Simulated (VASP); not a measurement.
**Bi2C: single point with PBE**

Crystal: Bi2C.

```
Bi C
1.0
     3.51964    0.00000    0.00000
    -1.75982    3.04809    0.00000
     0.00000    0.00000   12.82019
Bi C
4 2
Direct
  0.33333 0.66667 0.62553
  0.66667 0.33333 0.12553
  0.33333 0.66667 0.87447
  0.66667 0.33333 0.37447
  0.33333 0.66667 0.25000
  0.66667 0.33333 0.75000
```

```yaml
Program: VASP 6.6.1
Task: single point
Functional: PBE
Potentials_or_basis: VASP PAW PBE potentials, release 64 (Bi_d, C)
Cutoff: 520 eV
k_mesh: 12 × 12 × 4
Occupations: gaussian, width 0.1 eV
Spin: no spin polarisation
Dipole_correction: no
Further_INCAR_settings: ALGO = Normal; EDIFF = 1e-06; NBANDS = 43
```

```yaml
Pressure: 0.0 GPa
Largest_force: 0.012 eV/Å
Band_gap_on_the_k_mesh: zero (band 34 reaches 9.95 eV, above the bottom of band 35 at 7.18 eV)
```

Forces in eV/Å, atoms in the order of the input:
```
Bi   0.000  0.000 -0.012
Bi   0.000  0.000 -0.012
Bi   0.000  0.000  0.012
Bi   0.000  0.000  0.012
C    0.000  0.000  0.000
C    0.000  0.000  0.000
```

Levels at points of the mesh, in eV from the Fermi level:
```tsv
k point	band 31	band 32	band 33	band 34	band 35	band 36	band 37	band 38
(0.00, 0.00, 0.00)	-0.63	-0.60	-0.60	1.49	3.13	4.09	4.09	4.30
(0.50, 0.00, 0.00)	-2.43	-2.27	-2.12	-0.56	-0.25	1.26	1.45	2.02
(0.00, 0.00, 0.50)	-0.62	-0.62	0.65	0.65	4.15	4.15	4.15	4.15
(0.50, 0.00, 0.50)	-2.20	-2.20	-1.62	-1.62	0.69	0.69	1.85	1.85
```

It took 12 min on 1 thread of Oxide Virtual Turin-like Processor, with other jobs on the host, peak memory 0.39 GiB.

Caveat: spin-orbit coupling is left out, which moves the levels of the heavy elements; this functional lacks dispersion, which binds the layers, so the pressure and a relaxed spacing across them are unreliable.
